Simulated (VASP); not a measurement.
# Cr: relaxation of cell and atoms with PBEsol

Cr:

```xyz
1
Lattice="2.2935 0.0000 0.0000 0.0000 2.2935 0.0000 0.0000 0.0000 2.2935" Properties=species:S:1:pos:R:3 pbc="T T T"
Cr    0.0000    0.0000    0.0000
```

This isn't the form of Cr at room conditions, which is bcc.

```yaml
Program: VASP 6.6.1
Task: relaxation of cell and atoms
Functional: PBEsol
Potentials_or_basis: VASP PAW PBE potentials, release 64 (Cr_pv)
Cutoff: 600 eV
k_mesh: 16 × 16 × 16
Occupations: fermi-dirac, width 0.1 eV
Spin: collinear spin, ferromagnetic start
Starting_moments: "[2.0] μB"
Dipole_correction: no
Further_INCAR_settings: ALGO = Normal; EDIFF = 1e-06; IBRION = 2; EDIFFG = -0.005; NSW = 60; ISIF = 3
```

| Quantity | Value |
| --- | --- |
| Relaxed volume | 12.31 Å³/atom |
| Relaxed cell | a = 2.309 Å, b = 2.309 Å, c = 2.309 Å, α = 90.00°, β = 90.00°, γ = 90.00° |
| Space group after relaxing (to 0.1 Å) | Pm-3m (No. 221) |
| Energy gained by relaxing | 3.2 meV/atom |
| Ionic steps | 3 |
| Pressure after relaxing | 0.0 GPa |
| Band gap on the k mesh | zero (filled and empty bands overlap) |
| Net moment | 0.00 μB per cell |
| Valence electrons inside the program's atomic spheres | Cr 11.16 |

The path:
| step | energy change (eV) | largest force (eV/Å) | pressure (GPa) | volume (Å³) |
| --- | --- | --- | --- | --- |
| 1 | 0.0000 | 0.0000 | 4.36 | 12.06 |
| 2 | 0.0027 | 0.0000 | -5.45 | 12.65 |
| 3 | -0.0032 | 0.0000 | 0.03 | 12.31 |

Final structure:
```cif
data_structure
_symmetry_space_group_name_H-M 'P 1'
_symmetry_Int_Tables_number 1
_cell_length_a 2.3089
_cell_length_b 2.3089
_cell_length_c 2.3089
_cell_angle_alpha 90.000
_cell_angle_beta 90.000
_cell_angle_gamma 90.000
_cell_volume 12.31
loop_
_atom_site_label
_atom_site_type_symbol
_atom_site_fract_x
_atom_site_fract_y
_atom_site_fract_z
_atom_site_occupancy
Cr1 Cr 0.00000 0.00000 0.00000 1
```

Levels at points of the mesh, in eV from the Fermi level:
Spin up:
```
           k point  band 3  band 4  band 5  band 6  band 7  band 8  band 9  band 10
(0.00, 0.00, 0.00)  -42.30   -7.49   -3.30   -3.30    2.61    2.61    2.61     7.56
(0.50, 0.00, 0.00)  -42.20   -3.14   -2.50   -0.66    0.53    0.53    2.80     7.54
(0.50, 0.50, 0.00)  -42.10   -4.79   -1.70    0.98    0.98    4.01    6.43     6.43
(0.50, 0.50, 0.50)  -43.14   -3.10   -3.10   -3.10    4.12    4.12    7.56    11.24
```
Spin down:
```tsv
k point	band 3	band 4	band 5	band 6	band 7	band 8	band 9	band 10
(0.00, 0.00, 0.00)	-42.30	-7.49	-3.30	-3.30	2.61	2.61	2.61	7.56
(0.50, 0.00, 0.00)	-42.20	-3.14	-2.50	-0.66	0.53	0.53	2.80	7.54
(0.50, 0.50, 0.00)	-42.10	-4.79	-1.70	0.98	0.98	4.01	6.43	6.43
(0.50, 0.50, 0.50)	-43.14	-3.10	-3.10	-3.10	4.12	4.12	7.56	11.24
```

Wall time 37 s on 1 thread of Intel(R) Xeon(R) 6975P-C (Granite Rapids), with other jobs on the host, peak memory 0.16 GiB.

Caveat: the PAW data sets were made with another functional, which shifts forces and pressure a little.
